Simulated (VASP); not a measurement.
# DyBe in VASP: further runs

Runs on DyBe. Level: PBE. Tasks: single point, relaxation of shape and atoms at fixed volume.

Everything below comes from runs of VASP 6.6.1. Logs are shortened: lines on timing, memory, paths and dates and some standing lists are left out, and cuts for length are marked.

## 1. The cell of the first run

The typed cell holds 8 atoms: a = 4.038 Å, b = 4.720 Å, c = 8.181 Å, α = 90.08°, β = 90.03°, γ = 89.93°.

## 2. Single point, PBE

The input, INCAR:

```
SYSTEM = DyBe
PREC = Accurate
ENCUT = 600
EDIFF = 1E-6
ISMEAR = 0
SIGMA = 0.2
LREAL = .False.
LASPH = .True.
NELM = 200
ALGO = Normal
ISIF = 2
LWAVE = .False.
LCHARG = .True.
GGA = PE
LELF = .True.
LVHAR = .True.
NBANDS = 32
GGA_COMPAT = .False.
LMAXMIX = 6
```

The input, KPOINTS:

```
regular mesh
0
Gamma
  6 6 4
  0 0 0
```

The input, POSCAR:

```
DyBe
1.0
   -0.0002578112     -0.0026871890     -4.0378012890
   -2.3571687044     -4.0891454579     -0.0030726513
   -7.0819115771      4.0951270499      0.0023894730
Dy Be
4 4
Direct
    0.2499919605      0.2497350412      0.9167169553
    0.2500323509      0.7498815933      0.4167279322
    0.7499617825      0.2502754676      0.5832875731
    0.7500230105      0.7501112981      0.0832813128
    0.2491017818      0.7493590567      0.7500007928
    0.2508783784      0.2494993650      0.2500079620
    0.7491364502      0.7507063716      0.7499925108
    0.7508742851      0.2504318065      0.2499849610
```

Potentials or basis: VASP PAW PBE potentials, release 64 (Dy_3, Be), 4f in core.

Command:

```
> cat potpaw_PBE.64/Dy_3/POTCAR potpaw_PBE.64/Be/POTCAR > POTCAR
> mpirun -np 1 vasp_std > vasp.out
```

OUTCAR:

```text
SYSTEM = DyBe
   PREC = Accurate
   ENCUT = 600
   EDIFF = 1E-6
   ISMEAR = 0
   LREAL = .False.
   LASPH = .True.
   NELM = 200
   ISIF = 2
   GGA = PE

 ion  position               nearest neighbor table
   1  0.250  0.250  0.917-   5 2.73   5 2.73   6 2.73   4 3.39   4 3.39   3 3.39   4 3.39   4 3.39
                             3 3.39
   2  0.250  0.750  0.417-   6 2.73   6 2.73   5 2.73   3 3.39   3 3.39   3 3.39   4 3.39   3 3.39
                             4 3.39
   3  0.750  0.250  0.583-   7 2.73   7 2.73   8 2.73   2 3.39   2 3.39   2 3.39   1 3.39   2 3.39
                             1 3.39
   4  0.750  0.750  0.083-   8 2.73   8 2.73   7 2.73   1 3.39   1 3.39   2 3.39   1 3.39   1 3.39
                             2 3.39
   5  0.249  0.749  0.750-   7 2.02   7 2.02   1 2.73   1 2.73   2 2.73
   6  0.251  0.249  0.250-   8 2.02   8 2.02   2 2.73   2 2.73   1 2.73
   7  0.749  0.751  0.750-   5 2.02   5 2.02   3 2.73   3 2.73   4 2.73
   8  0.751  0.250  0.250-   6 2.02   6 2.02   4 2.73   4 2.73   3 2.73

  LATTYP: Found a triclinic cell.
 ALAT       =     4.7198902867
 B/A-ratio  =     1.9998520364
 C/A-ratio  =     0.8554864512
 COS(alpha) =     0.0001358052
 COS(beta)  =     0.0012594599
 COS(gamma) =     0.4988626839

  Lattice vectors:

 A1 = (  -2.3571687044,  -4.0891454579,  -0.0030726513)
 A2 = (  -9.4390802815,   0.0059815920,  -0.0006831783)
 A3 = (  -0.0002578112,  -0.0026871890,  -4.0378012890)

Analysis of symmetry for initial positions (statically):
=====================================================================
 Subroutine PRICEL returns:
 Original cell was already a primitive cell.

 Routine SETGRP: Setting up the symmetry group for a
 triclinic supercell.

 Subroutine GETGRP returns: Found  1 space group operations
 (whereof  1 operations were pure point group operations)
 out of a pool of  2 trial point group operations.

The static configuration has the point symmetry C_1 .

Analysis of symmetry for dynamics (positions and initial velocities):
=====================================================================
 Subroutine PRICEL returns:
 Original cell was already a primitive cell.

 Routine SETGRP: Setting up the symmetry group for a
 triclinic supercell.

 Subroutine GETGRP returns: Found  1 space group operations
 (whereof  1 operations were pure point group operations)
 out of a pool of  2 trial point group operations.

The dynamic configuration has the point symmetry C_1 .

 Subroutine INISYM returns: Found  1 space group operations
 (whereof  1 operations are pure point group operations),
 and found     1 'primitive' translations
[... 108 lines left out ...]
   LREAL  =      F    real-space projection
   EDIFFG = 0.1E-04   stopping-criterion for IOM
   NSW    =      0    number of steps for IOM
   IBRION =     -1    ionic relax: 0-MD 1-quasi-New 2-CG
   NFREE  =      0    steps in history (QN), initial steepest desc. (CG)
   ISIF   =      2    stress and relaxation
   ISYM   =      2    0-nonsym 1-usesym 2-fastsym
   POTIM  = 0.5000    time-step for ionic-motion
   TEBEG  =    0.0;   TEEND  =   0.0 temperature during run
   PSTRESS=    0.0 pullay stress
   NELECT =      44.0000    total number of electrons
   NUPDOWN=      -1.0000    fix difference up-down
   EMIN   =  10.00;   EMAX   =-10.00  energy-range for DOS
   EFERMI =   0.00;   METHOD = LEGACY
   ISMEAR =     0;   SIGMA  =   0.20  broadening in eV -4-tet -1-fermi 0-gaus
   EFERMI_NEDOS =   21; number of points for ismear=-14 and -15
   IALGO  =     38    algorithm
   IMIX   =      4    mixing-type and parameters
     AMIX     =   0.40;   BMIX     =  1.00
     AMIX_MAG =   1.60;   BMIX_MAG =  1.00
  volume/ion in A,a.u.               =      19.49       131.51
  Fermi-wavevector in a.u.,A,eV,Ry     =   1.073834  2.029252 15.689146  1.153120
  Thomas-Fermi vector in A             =   2.209645
   LORBIT       =      0    0 simple, 1 ext, 2 COOP (PROOUT), +10 PAW based schemes
   GGA     = PE    functional components
   LHFCALC =     F    Hartree Fock is set to
   AEXX    =    0.0000 exact exchange contribution
   IVDW    =     0    specifies the selected vdW correction
   LEPSILON=     F    determine dielectric tensor
   LRPA    =     F    only Hartree local field effects (RPA)
 non-spin polarized calculation
 Gauss-broadening in eV      SIGMA  =   0.20
  energy-cutoff  :      600.00
  volume of cell :      155.91
 maximum number of plane-waves:      5234
   NGX = 17   NGY = 19   NGZ = 33

 number of electron      44.0000000 magnetization

 Free energy of the ion-electron system (eV)
  ---------------------------------------------------
  ext. energy  EPLUGINS =         0.00000000
  ---------------------------------------------------
  free energy    TOTEN  =       -33.12834295 eV

  energy without entropy =      -33.05126038  energy(sigma->0) =      -33.08980166

 E-fermi :   3.5236     XC(G=0): -10.1040

 val. band max:        3.5195730552   @ k =   0.3333   0.0000  -0.0000
 cond. band min:       3.5923635320   @ k =   0.5000   0.1667   0.2500
 fundamental gap:      0.0727904768
 Fermi energy:         3.5235632238

 k-point     1 :       0.0000    0.0000    0.0000
  band No.  band energies     occupation
      1     -19.7541      2.00000
      2     -19.6811      2.00000
      3     -19.6793      2.00000
      4     -19.6568      2.00000
      5     -19.6541      2.00000
      6     -19.5098      2.00000
[... 829 lines left out ...]
     31       7.2762      0.00000
     32       7.2802      0.00000

 [... further k-points ...]
[... 5 lines left out ...]
  --------------------------------------------------------------------------------------
  -------------------------------------------------------------------------------------
  Total        0.2041687      0.2114354      0.2682529      0.0178251     -0.0406420     -0.0061792
  in kB        2.0981390      2.1728145      2.7566994      0.1831791     -0.4176573     -0.0635006
  external PRESSURE =       2.3425510 kB  Pullay stress =       0.0000000 kB

 VOLUME and BASIS-vectors are now :
 -----------------------------------------------------------------------------
  energy-cutoff  :      600.00
  volume of cell :      155.91
      direct lattice vectors                 reciprocal lattice vectors
    -0.000257811 -0.002687189 -4.037801289     0.000018036  0.000175699 -0.247659656
    -2.357168704 -4.089145458 -0.003072651    -0.106058764 -0.183412892  0.000128835
    -7.081911577  4.095127050  0.002389473    -0.105903836  0.061047795 -0.000033866

 POSITION                                       TOTAL-FORCE (eV/Angst)
 -----------------------------------------------------------------------------------
     -7.08084      2.73220     -1.00799        -0.001223      0.000066      0.000840
     -4.71889     -1.36049     -1.01089        -0.000645      0.000055     -0.000071
     -4.72093      1.36321     -3.02757         0.001121     -0.000820     -0.000048
     -2.35812     -2.72828     -3.03055         0.001645      0.000333     -0.000686
     -7.07787      0.00644     -1.00633        -0.000859     -0.000487     -0.002783
     -2.35871      0.00290     -1.01317        -0.000352     -0.000612      0.001446
     -7.08112     -0.00045     -3.02538         0.000894      0.001677      0.000212
     -2.36087     -0.00235     -3.03205        -0.000581     -0.000214      0.001088
 -----------------------------------------------------------------------------------
    total drift:                                0.000025     -0.000012     -0.000003

  FREE ENERGIE OF THE ION-ELECTRON SYSTEM (eV)
  ---------------------------------------------------
  free  energy   TOTEN  =       -33.1283429541 eV

  energy  without entropy=      -33.0512603751  energy(sigma->0) =      -33.08980166
```

OSZICAR:

```text
N       E                     dE             d eps       ncg     rms          rms(c)
DAV:   1     0.229745264981E+03    0.22975E+03   -0.20597E+04  4864   0.137E+03
DAV:   2    -0.133816617383E+02   -0.24313E+03   -0.23587E+03  4864   0.422E+02
DAV:   3    -0.347859114002E+02   -0.21404E+02   -0.19947E+02  7088   0.672E+01
DAV:   4    -0.357690215007E+02   -0.98311E+00   -0.96862E+00  6680   0.137E+01
DAV:   5    -0.357863263270E+02   -0.17305E-01   -0.17269E-01  6280   0.217E+00    0.388E+01
DAV:   6    -0.330792366169E+02    0.27071E+01   -0.73469E+00  6376   0.839E+00    0.252E+01
DAV:   7    -0.332523954669E+02   -0.17316E+00   -0.27828E+00  7104   0.585E+00    0.527E+00
DAV:   8    -0.331386030507E+02    0.11379E+00   -0.10333E+00  6200   0.331E+00    0.116E+00
DAV:   9    -0.331284088971E+02    0.10194E-01   -0.95782E-02  6008   0.121E+00    0.283E-01
DAV:  10    -0.331284724972E+02   -0.63600E-04   -0.30881E-03  6456   0.265E-01    0.152E-01
DAV:  11    -0.331283455150E+02    0.12698E-03   -0.83739E-04  6152   0.102E-01    0.499E-02
DAV:  12    -0.331283431052E+02    0.24097E-05   -0.79572E-05  6056   0.426E-02    0.675E-03
DAV:  13    -0.331283429541E+02    0.15115E-06   -0.80555E-06  5936   0.120E-02
   1 F= -.33128343E+02 E0= -.33089802E+02  d E =-.770826E-01
```

Run time: 4.2 min. Hardware: 1 thread of Intel Xeon Platinum 8488C (Sapphire Rapids), shared host; peak memory 0.54 GiB.

Results:

| Quantity | Value |
| --- | --- |
| Free energy | -33.1283 eV |
| Pressure | 0.2 GPa |
| Band gap on the k mesh | zero (bands 22 and 23 overlap by 0.94 eV) |

Forces in eV/Å, atoms in the order of the input:
```
Dy  -0.001  0.000  0.001
Dy  -0.001  0.000  0.000
Dy   0.001 -0.001  0.000
Dy   0.002  0.000 -0.001
Be  -0.001  0.000 -0.003
Be   0.000 -0.001  0.001
Be   0.001  0.002  0.000
Be  -0.001  0.000  0.001
```

Levels at points of the mesh, in eV from the Fermi level:
```csv
k point,band 18,band 19,band 20,band 21,band 22,band 23,band 24,band 25,band 26,band 27
"(0.00, 0.00, 0.00)",-1.39,-1.27,-1.13,-0.47,-0.19,1.19,1.34,1.53,1.66,1.66
"(0.50, 0.00, 0.00)",-1.11,-1.11,-1.11,-0.89,-0.89,0.23,0.23,1.57,1.57,2.09
"(0.00, 0.50, 0.00)",-1.57,-1.23,-1.23,-0.57,-0.57,1.22,1.22,1.94,1.94,2.10
"(0.50, 0.50, 0.00)",-1.31,-1.31,-1.31,0.17,0.17,0.18,0.18,1.78,1.78,1.78
"(0.00, 0.00, 0.50)",-1.19,-1.17,-1.17,-0.67,-0.67,1.39,1.39,1.51,1.51,2.05
"(0.50, 0.00, 0.50)",-0.93,-0.92,-0.92,-0.60,-0.60,-0.60,-0.60,2.29,2.30,2.30
"(0.00, 0.50, 0.50)",-1.27,-1.13,-1.12,-0.47,-0.47,1.19,1.19,1.52,1.53,1.98
"(0.50, 0.50, 0.50)",-0.89,-0.88,-0.88,0.23,0.23,0.23,0.23,1.56,1.56,1.57
```

Caveat: spin-orbit coupling is left out, which moves the levels of the heavy elements; the 4f electrons are frozen in the core, so they carry no moment and show no levels. Spin polarisation is off, so any magnetic state and its effect on volume and gap are missing.

## 3. Relaxation of shape and atoms at fixed volume, PBE (17.10 Å³/atom)

The input, INCAR:

```
ALGO = Normal
EDIFF = 1E-7
EDIFFG = -0.01
ENCUT = 600
GGA = PE
GGA_COMPAT = F
IBRION = 2
ISIF = 4
ISMEAR = 0
LASPH = T
LCHARG = F
LMAXMIX = 6
LREAL = F
LWAVE = F
NELM = 200
NELMIN = 4
NSW = 50
PREC = Accurate
SIGMA = 0.1
```

The input, KPOINTS:

```
k-points
0
Gamma
  10 10 10
```

The input, POSCAR:

```
DyBe
1.0
    2.2581571485     -3.9149075952      0.0000000000
    2.2581571485      3.9149075952      0.0000000000
    0.0000000000      0.0000000000      3.8687296460
Dy Be
2 2
Direct
    0.1666058475      0.8333941525      0.7500000000
    0.8333941525      0.1666058475      0.2500000000
    0.4997959609      0.5002040391      0.7500000000
    0.5002040391      0.4997959609      0.2500000000
```

Potentials or basis: VASP PAW PBE potentials, release 64 (Dy_3, Be), 4f in core.

Command:

```
> cat potpaw_PBE.64/Dy_3/POTCAR potpaw_PBE.64/Be/POTCAR > POTCAR
> mpirun -np 1 vasp_std > vasp.out
```

Wall time 1.9 min (1 thread of Intel Xeon Platinum 8488C (Sapphire Rapids), shared host); peak memory 0.38 GiB.

Results (log left out):

```
Free energy             : -16.2716 eV
Pressure after relaxing : 10.4 GPa
Band gap on the k mesh  : zero (bands 11 and 12 overlap by 2.01 eV)
```

Final structure:
```
Dy Be
1.0
     2.25816   -3.91491    0.00000
     2.25816    3.91491    0.00000
     0.00000    0.00000    3.86873
Dy Be
2 2
Direct
  0.16661 0.83339 0.75000
  0.83339 0.16661 0.25000
  0.49980 0.50020 0.75000
  0.50020 0.49980 0.25000
```

Levels at points of the mesh, in eV from the Fermi level:
| k point | band 8 | band 9 | band 10 | band 11 | band 12 | band 13 | band 14 | band 15 |
| --- | --- | --- | --- | --- | --- | --- | --- | --- |
| (0.00, 0.00, 0.00) | -1.93 | -1.93 | -1.71 | -0.17 | 1.68 | 1.84 | 1.84 | 2.12 |
| (0.50, 0.00, 0.00) | -3.56 | -1.43 | -1.32 | -0.46 | 1.21 | 1.59 | 2.30 | 3.08 |
| (0.50, 0.50, 0.00) | -3.57 | -1.43 | -1.32 | -0.46 | 1.21 | 1.59 | 2.30 | 3.08 |
| (0.00, 0.00, 0.50) | -4.35 | -1.39 | -1.39 | -1.39 | -1.39 | 4.12 | 4.12 | 4.61 |
| (0.50, 0.00, 0.50) | -3.90 | -0.66 | -0.66 | 0.29 | 0.29 | 1.84 | 1.84 | 2.27 |
| (0.50, 0.50, 0.50) | -3.90 | -0.66 | -0.66 | 0.29 | 0.29 | 1.84 | 1.84 | 2.27 |

Caveat: spin-orbit coupling is left out, which moves the levels of the heavy elements; the 4f electrons are frozen in the core, so they carry no moment and show no levels.

The gap in the log of VASP goes by the Fermi energy; the results here count the filled bands.